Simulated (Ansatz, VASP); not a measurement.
## PbS in VASP and in Ansatz

```
Pb S
1.0
     0.00000    2.96575    2.96575
     2.96575    0.00000    2.96575
     2.96575    2.96575    0.00000
Pb S
1 1
Direct
  0.00000 0.00000 0.00000
  0.50000 0.50000 0.50000
```

Alike in both runs: task relaxation of cell and atoms; functional PBEsol; k mesh 10 × 10 × 10; occupations gaussian, width 0.01 eV; no spin polarisation.

```csv
,VASP,Ansatz
version,VASP 6.6.1,Ansatz 0.2.0
potentials or method,"VASP PAW PBE potentials, release 64 (Pb_d, S), cutoff 600 eV","scalar-relativistic, plane waves, PAW"
valence electrons in the cell,20,20
```

VASP gave:

```
gap on the k mesh at the Fermi level, each at its own relaxed structure (eV) : 0.20
relaxed volume (Å³/atom)                                                     : 25.72
relaxed length of the cell vector where the two differ most in proportion (Å)              : 4.174
```

Q: What did Ansatz give for the same quantities?

A: gap on the k mesh at the Fermi level, each at its own relaxed structure (eV): 0.19; relaxed volume (Å³/atom): 25.72; relaxed length of the cell vector where the two differ most in proportion (Å): 4.174.

VASP's potentials were made for PBE, not for PBEsol.

Spin-orbit coupling is off throughout.
